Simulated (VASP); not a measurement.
# LiRe3 (Fm-3m) in VASP: a series of runs

Runs on LiRe3. Level: PBE. Tasks: single point.

Program: VASP 6.6.1. These are calculated values, not measurements. Logs are shortened: lines on timing, memory, paths and dates and some standing lists are left out, and cuts for length are marked.

## Step 1: The cell of the first run

The structure is cubic, space group Fm-3m (No. 225). Conventional cell: a = 5.938 Å, b = 5.938 Å, c = 5.938 Å, α = 90.00°, β = 90.00°, γ = 90.00°. Li (site symmetry m-3m) has 14 Re at 2.57 to 2.97 Å within 3.4 Å. Re (site symmetry -43m) has 4 Li at 2.57 Å and 10 Re at 2.57 to 2.97 Å within 3.4 Å. Within 3.4 Å of Re (site symmetry m-3m) lie 8 Re at 2.57 Å and 6 Li at 2.97 Å.

## Step 2: Single point, PBE

Contents of INCAR:

```
PREC = Accurate
ENCUT = 520
EDIFF = 1E-6
ISMEAR = 1
SIGMA = 0.1
LREAL = F
LASPH = T
NELM = 100
ALGO = Normal
ISIF = 2
LWAVE = F
LCHARG = F
GGA = PE
NBANDS = 20
```

Contents of KPOINTS:

```
Automatic mesh
0
Gamma
  7 7 7
```

Contents of POSCAR:

```
LiRe3
1.0
    0.0000000000      2.9691979484      2.9691979484
    2.9691979484      0.0000000000      2.9691979484
    2.9691979484      2.9691979484      0.0000000000
Li Re
1 3
Direct
    0.0000000000      0.0000000000      0.0000000000
    0.7500000000      0.7500000000      0.7500000000
    0.2500000000      0.2500000000      0.2500000000
    0.5000000000      0.5000000000      0.5000000000
```

Potentials or basis: VASP PAW PBE potentials, release 64 (Li_sv, Re).

On the command line:

```
$ cat potpaw_PBE.64/Li_sv/POTCAR potpaw_PBE.64/Re/POTCAR > POTCAR
$ mpirun -np 1 vasp_std > vasp.out
```

OUTCAR:

```text
PREC = Accurate
   ENCUT = 520
   EDIFF = 1E-6
   ISMEAR = 1
   LREAL = F
   LASPH = T
   NELM = 100
   ISIF = 2
   GGA = PE

 ion  position               nearest neighbor table
   1  0.000  0.000  0.000-   2 2.57   3 2.57   2 2.57   2 2.57   2 2.57   3 2.57   3 2.57   3 2.57
                             4 2.97   4 2.97   4 2.97   4 2.97   4 2.97   4 2.97
   2  0.750  0.750  0.750-   1 2.57   4 2.57   4 2.57   4 2.57   4 2.57   1 2.57   1 2.57   1 2.57
                             3 2.97   3 2.97   3 2.97   3 2.97   3 2.97   3 2.97
   3  0.250  0.250  0.250-   1 2.57   4 2.57   1 2.57   1 2.57   1 2.57   4 2.57   4 2.57   4 2.57
                             2 2.97   2 2.97   2 2.97   2 2.97   2 2.97   2 2.97
   4  0.500  0.500  0.500-   2 2.57   3 2.57   3 2.57   3 2.57   3 2.57   2 2.57   2 2.57   2 2.57
                             1 2.97   1 2.97   1 2.97   1 2.97   1 2.97   1 2.97

  LATTYP: Found a face centered cubic cell.
 ALAT       =     5.9383958968

  Lattice vectors:

 A1 = (   0.0000000000,   2.9691979484,   2.9691979484)
 A2 = (   2.9691979484,   0.0000000000,   2.9691979484)
 A3 = (   2.9691979484,   2.9691979484,   0.0000000000)

Analysis of symmetry for initial positions (statically):
=====================================================================
 Subroutine PRICEL returns:
 Original cell was already a primitive cell.

 Routine SETGRP: Setting up the symmetry group for a
 face centered cubic supercell.

 Subroutine GETGRP returns: Found 48 space group operations
 (whereof 48 operations were pure point group operations)
 out of a pool of 48 trial point group operations.

The static configuration has the point symmetry O_h .

Analysis of symmetry for dynamics (positions and initial velocities):
=====================================================================
 Subroutine PRICEL returns:
 Original cell was already a primitive cell.

 Routine SETGRP: Setting up the symmetry group for a
 face centered cubic supercell.

 Subroutine GETGRP returns: Found 48 space group operations
 (whereof 48 operations were pure point group operations)
 out of a pool of 48 trial point group operations.

The dynamic configuration has the point symmetry O_h .

 Subroutine INISYM returns: Found 48 space group operations
 (whereof 48 operations are pure point group operations),
 and found     1 'primitive' translations

----------------------------------------------------------------------------------------

                                     Primitive cell

  volume of cell :      52.3537

[... 87 lines left out ...]
   EDIFF  = 0.1E-05   stopping-criterion for ELM
   LREAL  =      F    real-space projection
   EDIFFG = 0.1E-04   stopping-criterion for IOM
   NSW    =      0    number of steps for IOM
   IBRION =     -1    ionic relax: 0-MD 1-quasi-New 2-CG
   NFREE  =      0    steps in history (QN), initial steepest desc. (CG)
   ISIF   =      2    stress and relaxation
   ISYM   =      2    0-nonsym 1-usesym 2-fastsym
   POTIM  = 0.5000    time-step for ionic-motion
   TEBEG  =    0.0;   TEEND  =   0.0 temperature during run
   PSTRESS=    0.0 pullay stress
   NELECT =      24.0000    total number of electrons
   NUPDOWN=      -1.0000    fix difference up-down
   EMIN   =  10.00;   EMAX   =-10.00  energy-range for DOS
   EFERMI =   0.00;   METHOD = LEGACY
   ISMEAR =     1;   SIGMA  =   0.10  broadening in eV -4-tet -1-fermi 0-gaus
   EFERMI_NEDOS =   21; number of points for ismear=-14 and -15
   IALGO  =     38    algorithm
   IMIX   =      4    mixing-type and parameters
     AMIX     =   0.40;   BMIX     =  1.00
     AMIX_MAG =   1.60;   BMIX_MAG =  1.00
  volume/ion in A,a.u.               =      13.09        88.33
  Fermi-wavevector in a.u.,A,eV,Ry     =   1.262301  2.385402 21.679559  1.593403
  Thomas-Fermi vector in A             =   2.395716
   LORBIT       =      0    0 simple, 1 ext, 2 COOP (PROOUT), +10 PAW based schemes
   GGA     = PE    functional components
   LHFCALC =     F    Hartree Fock is set to
   AEXX    =    0.0000 exact exchange contribution
   IVDW    =     0    specifies the selected vdW correction
   LEPSILON=     F    determine dielectric tensor
   LRPA    =     F    only Hartree local field effects (RPA)
 non-spin polarized calculation
 Methfessel and Paxton  Order N= 1 SIGMA  =   0.10
  energy-cutoff  :      520.00
  volume of cell :       52.35
 maximum number of plane-waves:      1420
   NGX = 15   NGY = 15   NGZ = 15

 number of electron      24.0000012 magnetization

 Free energy of the ion-electron system (eV)
  ---------------------------------------------------
  ext. energy  EPLUGINS =         0.00000000
  ---------------------------------------------------
  free energy    TOTEN  =       -38.10316607 eV

  energy without entropy =      -38.09662673  energy(sigma->0) =      -38.10098629

 E-fermi :   7.5594     XC(G=0): -13.0669

 val. band max:        7.5539631362   @ k =   0.4286   0.1429   0.0000
 cond. band min:       7.5751127376   @ k =  -0.2857   0.4286   0.1429
 fundamental gap:      0.0211496014
 Fermi energy:         7.5593941323

 k-point     1 :       0.0000    0.0000    0.0000
  band No.  band energies     occupation
      1     -37.3923      2.00000
      2      -1.7637      2.00000
      3       1.8269      2.00000
      4       1.8269      2.00000
      5       3.5405      2.00000
      6       3.5405      2.00000
[... 449 lines left out ...]
     19      11.8189      0.00000
     20      11.9839      0.00000

------------------------ aborting loop because EDIFF is reached ----------------------------------------

  FORCE on cell =-STRESS in cart. coord.  units (eV):
  Direction    XX          YY          ZZ          XY          YZ          ZX
  --------------------------------------------------------------------------------------
  -------------------------------------------------------------------------------------
  Total        7.2440395      7.2440395      7.2440395     -0.0000000     -0.0000000      0.0000000
  in kB      221.6888967    221.6888967    221.6888967     -0.0000000     -0.0000000      0.0000000
  external PRESSURE =     221.6888967 kB  Pullay stress =       0.0000000 kB

 VOLUME and BASIS-vectors are now :
 -----------------------------------------------------------------------------
  energy-cutoff  :      520.00
  volume of cell :       52.35
      direct lattice vectors                 reciprocal lattice vectors
     0.000000000  2.969197948  2.969197948    -0.168395644  0.168395644  0.168395644
     2.969197948  0.000000000  2.969197948     0.168395644 -0.168395644  0.168395644
     2.969197948  2.969197948  0.000000000     0.168395644  0.168395644 -0.168395644

 POSITION                                       TOTAL-FORCE (eV/Angst)
 -----------------------------------------------------------------------------------
      0.00000      0.00000      0.00000         0.000000     -0.000000      0.000000
      4.45380      4.45380      4.45380        -0.000000      0.000000      0.000000
      1.48460      1.48460      1.48460        -0.000000     -0.000000     -0.000000
      2.96920      2.96920      2.96920         0.000000     -0.000000      0.000000
 -----------------------------------------------------------------------------------
    total drift:                               -0.000000     -0.000000      0.000000

  FREE ENERGIE OF THE ION-ELECTRON SYSTEM (eV)
  ---------------------------------------------------
  free  energy   TOTEN  =       -38.1031660655 eV

  energy  without entropy=      -38.0966267269  energy(sigma->0) =      -38.10098629
```

Run time: 21 s. Hardware: 1 thread of Intel Xeon Platinum 8488C (Sapphire Rapids), shared host; peak memory 0.17 GiB.

What came out:

| Item | Value |
| --- | --- |
| Free energy | -38.1032 eV |
| Band gap on the k mesh | zero (band 12 reaches 9.53 eV, above the bottom of band 13 at 6.78 eV) |

Caveat: the cutoff is under 1.25 times the usual one of these potentials, so pressure, stress and relaxed cells hold a basis-set (Pulay) error; spin-orbit coupling is left out, which moves the levels of the heavy elements.

[end of part 1 of 4]
